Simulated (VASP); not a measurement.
# Cu (P2_1/m) in VASP: a series of runs

Runs on Cu. Level: PBE. Tasks: single point.

All numbers are computed with VASP 6.6.1; they aren't measurements. Logs are shortened: lines on timing, memory, paths and dates and some standing lists are left out, and cuts for length are marked.

## (1) The cell of the first run

The structure is monoclinic, space group P2_1/m (No. 11). The conventional cell has a = 2.500 Å, b = 4.167 Å, c = 2.500 Å, α = 90.00°, β = 112.89°, γ = 90.00°. Cu (site symmetry m) has 12 Cu at 2.41 to 2.76 Å within 3.2 Å.

## (2) Single point, PBE (atoms displaced along several vibrational modes)

Contents of INCAR:

```
PREC = Accurate
ENCUT = 520
EDIFF = 1E-7
ISMEAR = 0
SIGMA = 0.15
LREAL = F
LASPH = T
NELM = 100
ALGO = Fast
ISIF = 2
LWAVE = F
LCHARG = T
GGA = PE
LELF = T
LVHAR = T
NBANDS = 18
```

Contents of KPOINTS:

```
regular mesh
0
Gamma
  20 20 12
```

Contents of POSCAR:

```
Cu
1.0
   -1.4732621048      1.4732621048      1.3819816208
    1.4732621048     -1.4732621048      1.3819816208
    2.9465242096      2.9465242096      0.0000000000
Cu
2
Direct
    0.0121364349     -0.1286358135      0.0000000000
    0.4878635651      0.6286358135      0.5000000000
```

Potentials or basis: VASP PAW PBE potentials, release 64 (Cu).

On the command line:

```
$ cat potpaw_PBE.64/Cu/POTCAR > POTCAR
$ mpirun -np 1 vasp_std > vasp.out
```

OUTCAR:

```text
PREC = Accurate
   ENCUT = 520
   EDIFF = 1E-7
   ISMEAR = 0
   LREAL = F
   LASPH = T
   NELM = 100
   ISIF = 2
   GGA = PE

 ion  position               nearest neighbor table
   1  0.012  0.871  0.000-   2 2.41   2 2.41   2 2.59   2 2.59   2 2.75   2 2.75
   2  0.488  0.629  0.500-   1 2.41   1 2.41   1 2.59   1 2.59   1 2.75   1 2.75

  LATTYP: Found a base centered orthorhombic cell.
 ALAT       =     2.7639632416
 B/A-ratio  =     1.5076229801
 C/A-ratio  =     1.5076229801

  Lattice vectors:

 A1 = (  -1.4732621048,   1.4732621048,   1.3819816208)
 A2 = (   1.4732621048,  -1.4732621048,   1.3819816208)
 A3 = (   2.9465242096,   2.9465242096,   0.0000000000)

Analysis of symmetry for initial positions (statically):
=====================================================================
 Subroutine PRICEL returns:
 Original cell was already a primitive cell.

 Routine SETGRP: Setting up the symmetry group for a
 base centered orthorhombic supercell.

 Subroutine GETGRP returns: Found  4 space group operations
 (whereof  2 operations were pure point group operations)
 out of a pool of  8 trial point group operations.

The static configuration has the point symmetry C_1h.
 The point group associated with its full space group is C_2h.

Analysis of symmetry for dynamics (positions and initial velocities):
=====================================================================
 Subroutine PRICEL returns:
 Original cell was already a primitive cell.

 Routine SETGRP: Setting up the symmetry group for a
 base centered orthorhombic supercell.

 Subroutine GETGRP returns: Found  4 space group operations
 (whereof  2 operations were pure point group operations)
 out of a pool of  8 trial point group operations.

The dynamic configuration has the point symmetry C_1h.
 The point group associated with its full space group is C_2h.

 Subroutine INISYM returns: Found  4 space group operations
 (whereof  2 operations are pure point group operations),
 and found     1 'primitive' translations

----------------------------------------------------------------------------------------

                                     Primitive cell

  volume of cell :      23.9967

  direct lattice vectors                    reciprocal lattice vectors
    -1.473262105  1.473262105  1.381981621    -0.169691462  0.169691462  0.361799312
     1.473262105 -1.473262105  1.381981621     0.169691462 -0.169691462  0.361799312
     2.946524210  2.946524210  0.000000000     0.169691462  0.169691462  0.000000000

  length of vectors
     2.500175126  2.500175126  4.167014499     0.434153345  0.434153345  0.239979967

  position of ions in fractional coordinates (direct lattice)
     0.012136435  0.871364187  0.000000000
     0.487863565  0.628635813  0.500000000

  ion indices of the primitive-cell ions
   primitive index   ion index
                 1           1
                 2           2

----------------------------------------------------------------------------------------

 KPOINTS: regular mesh

Automatic generation of k-mesh.
 Grid dimensions read from file:
 generate k-points for:   20   20   12

 Generating k-lattice:

  Cartesian coordinates                     Fractional coordinates (reciprocal lattice)
    -0.008484573  0.008484573  0.018089966     0.050000000 -0.000000000  0.000000000
     0.008484573 -0.008484573  0.018089966    -0.000000000  0.050000000  0.000000000
     0.014140955  0.014140955  0.000000000     0.000000000  0.000000000  0.083333333

  Length of vectors
     0.021707667  0.021707667  0.019998331

  Shift w.r.t. Gamma in fractional coordinates (k-lattice)
     0.000000000  0.000000000  0.000000000

 Subroutine IBZKPT returns following result:
 ===========================================

 Found   1414 irreducible k-points:

 Following reciprocal coordinates:
            Coordinates               Weight
  0.000000  0.000000  0.000000      1.000000
  0.050000 -0.000000  0.000000      2.000000
 -0.000000  0.050000  0.000000      2.000000
  0.100000  0.000000  0.000000      2.000000
  0.000000  0.100000  0.000000      2.000000
  0.150000  0.000000  0.000000      2.000000
[... 16 lines left out ...]
  0.100000  0.050000  0.000000      2.000000
  0.050000  0.100000  0.000000      2.000000
 [... further k-points ...]
   k-points           NKPTS =   1414   k-points in BZ     NKDIM =   1414   number of bands    NBANDS=     18
   number of dos      NEDOS =    301   number of ions     NIONS =      2
   total plane-waves  NPLWV =  12800
   dimension x,y,z NGX =    20 NGY =   20 NGZ =   32
   dimension x,y,z NGXF=    40 NGYF=   40 NGZF=   64
   ions per type =               2
   NGX,Y,Z   is equivalent  to a cutoff of  13.30, 13.30, 12.77 a.u.
   NGXF,Y,Z  is equivalent  to a cutoff of  26.60, 26.60, 25.53 a.u.
 SYSTEM =  unknown system
   PREC   = accura    normal or accurate (medium, high low for compatibility)
   ISTART =      0    job   : 0-new  1-cont  2-samecut
[... 26 lines left out ...]
     AMIX     =   0.40;   BMIX     =  1.00
     AMIX_MAG =   1.60;   BMIX_MAG =  1.00
  volume/ion in A,a.u.               =      12.00        80.97
  Fermi-wavevector in a.u.,A,eV,Ry     =   1.590370  3.005364 34.412918  2.529278
  Thomas-Fermi vector in A             =   2.689076
   LORBIT       =      0    0 simple, 1 ext, 2 COOP (PROOUT), +10 PAW based schemes
   GGA     = PE    functional components
   LHFCALC =     F    Hartree Fock is set to
   AEXX    =    0.0000 exact exchange contribution
   IVDW    =     0    specifies the selected vdW correction
   LEPSILON=     F    determine dielectric tensor
   LRPA    =     F    only Hartree local field effects (RPA)
 non-spin polarized calculation
 RMM-DIIS sequential band-by-band and
 Gauss-broadening in eV      SIGMA  =   0.15
  energy-cutoff  :      520.00
  volume of cell :       24.00
 maximum number of plane-waves:       664
   NGX =  9   NGY =  9   NGZ = 15

 number of electron      21.9999995 magnetization

 Free energy of the ion-electron system (eV)
  ---------------------------------------------------
  ext. energy  EPLUGINS =         0.00000000
  ---------------------------------------------------
  free energy    TOTEN  =        -7.31024569 eV

  energy without entropy =       -7.30276269  energy(sigma->0) =       -7.30650419

 E-fermi :   7.4005     XC(G=0): -12.6245

 val. band max:        7.3984150831   @ k =   0.5000   0.1000   0.0833
 cond. band min:       7.4027845176   @ k =   0.4000   0.1000   0.5000
 fundamental gap:      0.0043694345
 Fermi energy:         7.4005262208

 k-point     1 :       0.0000    0.0000    0.0000
  band No.  band energies     occupation
      1      -1.8330      2.00000
      2       2.4273      2.00000
      3       4.0192      2.00000
      4       4.0340      2.00000
      5       4.5029      2.00000
      6       4.6286      2.00000
[... 10 lines left out ...]
     17      30.6929      0.00000
     18      31.6134      0.00000

 k-point     2 :       0.0500   -0.0000    0.0000
  band No.  band energies     occupation
      1      -1.7579      2.00000
      2       2.4722      2.00000
      3       3.9733      2.00000
      4       4.0730      2.00000
      5       4.5285      2.00000
      6       4.6056      2.00000
[... 10 lines left out ...]
     17      31.5399      0.00000
     18      31.8487      0.00000

 k-point     3 :      -0.0000    0.0500    0.0000
  band No.  band energies     occupation
      1      -1.7588      2.00000
      2       2.4658      2.00000
      3       3.9797      2.00000
      4       4.1008      2.00000
      5       4.4976      2.00000
      6       4.6251      2.00000
[... 10 lines left out ...]
     17      30.8440      0.00000
     18      31.6608      0.00000

 k-point     4 :       0.1000    0.0000    0.0000
  band No.  band energies     occupation
      1      -1.5344      2.00000
      2       2.6013      2.00000
      3       3.9119      2.00000
      4       4.1104      2.00000
      5       4.5348      2.00000
      6       4.6038      2.00000
[... 375 lines left out ...]
      4       4.1241      2.00000
      5       4.5261      2.00000
      6       4.5918      2.00000
[... 10 lines left out ...]
     17      31.3315      0.00000
     18      31.8986      0.00000

 k-point    23 :       0.1000    0.0500    0.0000
  band No.  band energies     occupation
      1      -1.3484      2.00000
      2       2.6870      2.00000
      3       3.8325      2.00000
      4       4.1390      2.00000
      5       4.4967      2.00000
      6       4.6045      2.00000
[... 10 lines left out ...]
     17      30.5113      0.00000
     18      31.2895      0.00000

 k-point    24 :       0.0500    0.1000    0.0000
  band No.  band energies     occupation
      1      -1.3514      2.00000
      2       2.6630      2.00000
      3       3.8648      2.00000
      4       4.2070      2.00000
      5       4.5243      2.00000
      6       4.5665      2.00000
[... 10 lines left out ...]
     17      30.2289      0.00000
     18      30.9490      0.00000

 [... further k-points ...]

------------------------ aborting loop because EDIFF is reached ----------------------------------------

  FORCE on cell =-STRESS in cart. coord.  units (eV):
  Direction    XX          YY          ZZ          XY          YZ          ZX
  --------------------------------------------------------------------------------------
  -------------------------------------------------------------------------------------
  Total        0.8353768      0.8353768     -0.4374043      0.0428985      0.3164572     -0.3164572
  in kB       55.7751431     55.7751431    -29.2039307      2.8641783     21.1287232    -21.1287219
  external PRESSURE =      27.4487852 kB  Pullay stress =       0.0000000 kB

 VOLUME and BASIS-vectors are now :
 -----------------------------------------------------------------------------
  energy-cutoff  :      520.00
  volume of cell :       24.00
      direct lattice vectors                 reciprocal lattice vectors
    -1.473262105  1.473262105  1.381981621    -0.169691462  0.169691462  0.361799312
     1.473262105 -1.473262105  1.381981621     0.169691462 -0.169691462  0.361799312
     2.946524210  2.946524210  0.000000000     0.169691462  0.169691462  0.000000000

 POSITION                                       TOTAL-FORCE (eV/Angst)
 -----------------------------------------------------------------------------------
      1.26587     -1.26587      1.22098        -0.055975      0.055975      0.525794
      1.68066      1.26587      1.54298         0.055975     -0.055975     -0.525794
 -----------------------------------------------------------------------------------
    total drift:                               -0.000000     -0.000000      0.000000

  FREE ENERGIE OF THE ION-ELECTRON SYSTEM (eV)
  ---------------------------------------------------
  free  energy   TOTEN  =        -7.3102456890 eV

  energy  without entropy=       -7.3027626859  energy(sigma->0) =       -7.30650419
```

It took 9.8 min on 1 thread of AMD EPYC 7R43 (Zen 3), shared host; peak memory 0.52 GiB.

Results:

| Item | Value |
| --- | --- |
| Free energy | -7.3102 eV |
| Pressure | 2.7 GPa |
| Largest force | 0.532 eV/Å |
| Band gap on the k mesh | zero (bands 11 and 12 overlap by 5.83 eV) |

Forces on the atoms (eV/Å):
```
Cu  -0.056  0.056  0.526
Cu   0.056 -0.056 -0.526
```

Stress tensor (GPa, compression positive):
```
 5.58  0.29 -2.11
 0.29  5.58  2.11
-2.11  2.11 -2.92
```

Levels at points of the mesh, in eV from the Fermi level:
```tsv
k point	band 9	band 10	band 11	band 12	band 13	band 14
(0.00, 0.00, 0.00)	-2.10	-2.06	-1.53	-0.85	3.84	18.59
(0.50, 0.00, 0.00)	-1.63	-1.62	0.38	0.52	8.56	8.84
(0.00, 0.50, 0.00)	-1.71	-1.60	-0.58	1.48	6.45	7.01
(0.50, 0.50, 0.00)	-1.49	-1.46	0.37	2.78	8.55	8.80
(0.00, 0.00, 0.50)	-2.08	-2.08	-1.83	-1.83	12.59	12.59
(0.50, 0.00, 0.50)	-1.46	-1.46	-0.36	-0.36	4.52	4.52
(0.00, 0.50, 0.50)	-1.66	-1.66	0.64	0.64	3.77	3.77
(0.50, 0.50, 0.50)	-1.47	-1.47	1.65	1.65	5.81	5.81
```

Caveat: the cell differs from its parent crystal (atoms displaced along several vibrational modes); the stress differs along the axes, from -3 to 6 GPa.

## (3) Single point, PBE (atoms displaced along several vibrational modes)

Contents of INCAR:

```
PREC = Accurate
ENCUT = 520
EDIFF = 1E-6
ISMEAR = 0
SIGMA = 0.15
LREAL = F
LASPH = T
NELM = 80
ALGO = Fast
ISIF = 2
LWAVE = F
LCHARG = F
GGA = PE
NBANDS = 18
```

KPOINTS is that of step 2.

Contents of POSCAR:

```
Cu
1.0
   -1.4732621048      1.4732621048      1.3819816208
    1.4732621048     -1.4732621048      1.3819816208
    2.9465242096      2.9465242096      0.0000000000
Cu
2
Direct
   -0.0036160051     -0.0740261273      0.0000000000
    0.5036160051      0.5740261273      0.5000000000
```

Potentials or basis: VASP PAW PBE potentials, release 64 (Cu).

On the command line:

```
$ cat potpaw_PBE.64/Cu/POTCAR > POTCAR
$ mpirun -np 1 vasp_std > vasp.out
```

Run time: 11 min. Hardware: 1 thread of AMD EPYC 7R43 (Zen 3), shared host; peak memory 0.52 GiB.

The run converged. Its results:

```
Free energy            : -7.3391 eV
Pressure               : 2.4 GPa
Largest force          : 0.548 eV/Å
Band gap on the k mesh : zero (bands 11 and 12 overlap by 6.13 eV)
```

Forces in eV/Å, atoms in the order of the input:
```
Cu  -0.069  0.069  0.539
Cu   0.069 -0.069 -0.539
```

Stress tensor (GPa, compression positive):
```
 3.42  0.75 -0.72
 0.75  3.42  0.72
-0.72  0.72  0.26
```

Levels at points of the mesh, in eV from the Fermi level:
| k point | band 9 | band 10 | band 11 | band 12 | band 13 | band 14 |
| --- | --- | --- | --- | --- | --- | --- |
| (0.00, 0.00, 0.00) | -2.01 | -2.00 | -1.50 | -0.84 | 3.84 | 18.58 |
| (0.50, 0.00, 0.00) | -1.74 | -1.64 | 0.40 | 0.52 | 8.73 | 8.86 |
| (0.00, 0.50, 0.00) | -1.75 | -1.71 | -0.13 | 1.08 | 7.41 | 7.80 |
| (0.50, 0.50, 0.00) | -1.49 | -1.41 | -0.35 | 3.50 | 7.70 | 7.80 |
| (0.00, 0.00, 0.50) | -2.09 | -2.09 | -1.87 | -1.87 | 12.59 | 12.59 |
| (0.50, 0.00, 0.50) | -1.39 | -1.39 | -0.36 | -0.36 | 4.53 | 4.53 |
| (0.00, 0.50, 0.50) | -1.53 | -1.53 | 0.07 | 0.07 | 4.26 | 4.26 |
| (0.50, 0.50, 0.50) | -1.45 | -1.45 | 2.42 | 2.42 | 5.09 | 5.09 |

Caveat: the cell differs from its parent crystal (atoms displaced along several vibrational modes).

## (4) Single point, PBE (atoms displaced along several vibrational modes)

Contents of INCAR:

```
SYSTEM = Cu
PREC = Accurate ; ENCUT = 520
EDIFF = 1E-6 ; ISMEAR = 0
SIGMA = 0.15 ; LREAL = .FALSE.
LASPH = .TRUE. ; NELM = 60
ALGO = Fast ; ISIF = 2
LWAVE = .FALSE. ; LCHARG = .FALSE.
GGA = PE ; NBANDS = 18
```

Contents of KPOINTS:

```
Automatic mesh
0
G
  20 20 12
  0 0 0
```

Contents of POSCAR:

```
Cu
1.0
   -1.4732621048      1.4732621048      1.3819816208
    1.4732621048     -1.4732621048      1.3819816208
    2.9465242096      2.9465242096      0.0000000000
Cu
2
Direct
    0.0667701191     -0.1444122515      0.0000000000
    0.4332298809      0.6444122515      0.5000000000
```

On the command line:

```
$ cat potpaw_PBE.64/Cu/POTCAR > POTCAR
$ mpirun -np 1 vasp_std > vasp.out
```

Wall time 9 min (1 thread of AMD EPYC 7R43 (Zen 3), shared host); peak memory 0.52 GiB.

The run converged. Its results:

* Free energy: -7.2940 eV
* Pressure: 4.0 GPa
* Largest force: 0.478 eV/Å
* Band gap on the k mesh: zero (bands 11 and 12 overlap by 5.73 eV)

Forces in eV/Å, atoms in the order of the input:
```
Cu   0.328 -0.328  0.117
Cu  -0.328  0.328 -0.117
```

Stress tensor (GPa, compression positive):
```
 8.52 -0.69 -1.92
-0.69  8.52  1.92
-1.92  1.92 -4.89
```

Levels at points of the mesh, in eV from the Fermi level:
| k point | band 7 | band 8 | band 9 | band 10 | band 11 | band 12 | band 13 | band 14 | band 15 | band 16 |
| --- | --- | --- | --- | --- | --- | --- | --- | --- | --- | --- |
| (0.00, 0.00, 0.00) | -2.48 | -2.27 | -2.15 | -2.12 | -1.52 | -0.85 | 3.85 | 19.16 | 19.95 | 21.00 |
| (0.50, 0.00, 0.00) | -2.53 | -1.81 | -1.75 | -1.65 | -0.09 | 1.00 | 7.55 | 7.93 | 9.97 | 10.13 |
| (0.00, 0.50, 0.00) | -2.43 | -1.77 | -1.72 | -1.51 | -0.72 | 1.59 | 6.22 | 6.82 | 11.02 | 11.21 |
| (0.50, 0.50, 0.00) | -2.48 | -1.79 | -1.55 | -1.41 | 1.15 | 1.97 | 9.69 | 9.99 | 10.10 | 10.96 |
| (0.00, 0.00, 0.50) | -2.51 | -2.51 | -2.04 | -2.04 | -1.88 | -1.88 | 12.60 | 12.60 | 20.50 | 20.50 |
| (0.50, 0.00, 0.50) | -1.81 | -1.81 | -1.64 | -1.64 | -0.01 | -0.01 | 4.31 | 4.31 | 17.06 | 17.06 |
| (0.00, 0.50, 0.50) | -2.18 | -2.18 | -1.69 | -1.69 | 0.82 | 0.82 | 3.62 | 3.62 | 17.59 | 17.59 |
| (0.50, 0.50, 0.50) | -1.57 | -1.57 | -1.47 | -1.47 | 1.10 | 1.10 | 6.30 | 6.30 | 12.66 | 12.66 |

Caveat: the cell differs from its parent crystal (atoms displaced along several vibrational modes); the stress differs along the axes, from -5 to 9 GPa.

## (5) Single point, PBE (atoms displaced along several vibrational modes)

Contents of INCAR:

```
ALGO = Normal
EDIFF = 1E-6
ENCUT = 820
GGA = PE
GGA_COMPAT = F
ISIF = 2
ISMEAR = 0
LASPH = T
LCHARG = F
LREAL = F
LWAVE = F
NBANDS = 26
NELM = 120
PREC = Accurate
SIGMA = 0.15
```

Contents of KPOINTS:

```
k-points
0
Gamma
  20 20 12
```

Contents of POSCAR:

```
Cu
1.0
   -1.4732621048      1.4732621048      1.3819816208
    1.4732621048     -1.4732621048      1.3819816208
    2.9465242096      2.9465242096      0.0000000000
Cu
2
Direct
    0.0473414960     -0.1638408745      0.0000000000
    0.4526585040      0.6638408745      0.5000000000
```

Potentials or basis: VASP PAW PBE potentials, release 64 (Cu_sv_GW).

On the command line:

```
$ cat potpaw_PBE.64/Cu_sv_GW/POTCAR > POTCAR
$ mpirun -np 1 vasp_std > vasp.out
```

Wall time 13 min (1 thread of Intel Xeon 6975P-C (Granite Rapids), shared host); peak memory 1.6 GiB.

Results (log left out):

| Item | Value |
| --- | --- |
| Free energy | -7.4150 eV |
| Pressure | 1.7 GPa |
| Largest force | 0.388 eV/Å |
| Band gap on the k mesh | zero (bands 19 and 20 overlap by 5.67 eV) |

Forces in eV/Å, atoms in the order of the input:
```
Cu   0.245 -0.245  0.174
Cu  -0.245  0.245 -0.174
```

Stress tensor (GPa, compression positive):
```
 6.32 -0.22 -2.65
-0.22  6.32  2.65
-2.65  2.65 -7.58
```

Levels at points of the mesh, in eV from the Fermi level:
| k point | band 16 | band 17 | band 18 | band 19 | band 20 | band 21 | band 22 | band 23 |
| --- | --- | --- | --- | --- | --- | --- | --- | --- |
| (0.00, 0.00, 0.00) | -2.24 | -2.18 | -2.00 | -1.41 | -0.91 | 3.84 | 18.83 | 19.47 |
| (0.50, 0.00, 0.00) | -1.78 | -1.77 | -1.61 | 0.08 | 0.83 | 7.89 | 8.19 | 9.64 |
| (0.00, 0.50, 0.00) | -1.77 | -1.66 | -1.42 | -0.85 | 1.71 | 5.90 | 6.55 | 11.21 |
| (0.50, 0.50, 0.00) | -1.88 | -1.50 | -1.38 | 1.13 | 1.96 | 9.67 | 10.00 | 10.28 |
| (0.00, 0.00, 0.50) | -2.48 | -2.06 | -2.06 | -1.88 | -1.88 | 12.56 | 12.56 | 20.59 |
| (0.50, 0.00, 0.50) | -1.75 | -1.54 | -1.54 | -0.22 | -0.22 | 4.41 | 4.41 | 16.90 |
| (0.00, 0.50, 0.50) | -2.26 | -1.66 | -1.66 | 1.03 | 1.03 | 3.38 | 3.38 | 17.59 |
| (0.50, 0.50, 0.50) | -1.51 | -1.41 | -1.41 | 1.03 | 1.03 | 6.29 | 6.29 | 12.40 |

Caveat: the cell differs from its parent crystal (atoms displaced along several vibrational modes); the stress differs along the axes, from -8 to 6 GPa.

## (6) Overview

| potentials or basis | cell | cutoff (eV) | gap on the mesh (eV) | pressure (GPa) | largest force (eV/Å) |
| --- | --- | --- | --- | --- | --- |
| VASP PAW PBE potentials, release 64 (Cu) | as given, atomic positions A | 520 | none | 2.7 | 0.53 |
| VASP PAW PBE potentials, release 64 (Cu) | as given, atomic positions B | 520 | none | 2.4 | 0.55 |
| VASP PAW PBE potentials, release 64 (Cu) | as given, atomic positions C | 520 | none | 4.0 | 0.48 |
| VASP PAW PBE potentials, release 64 (Cu_sv_GW) | as given, atomic positions D | 820 | none | 1.7 | 0.39 |

Alike in all rows: task single point; level PBE; no spin polarisation; k mesh 20 × 20 × 12; smearing gaussian 0.15 eV.

Caveats: the stress differs along the axes, from -3 to 6 GPa (at least some runs); the stress differs along the axes, from -5 to 9 GPa (at least some runs); the stress differs along the axes, from -8 to 6 GPa (at least some runs).

Absolute energies hang on the potentials; compare differences alone.
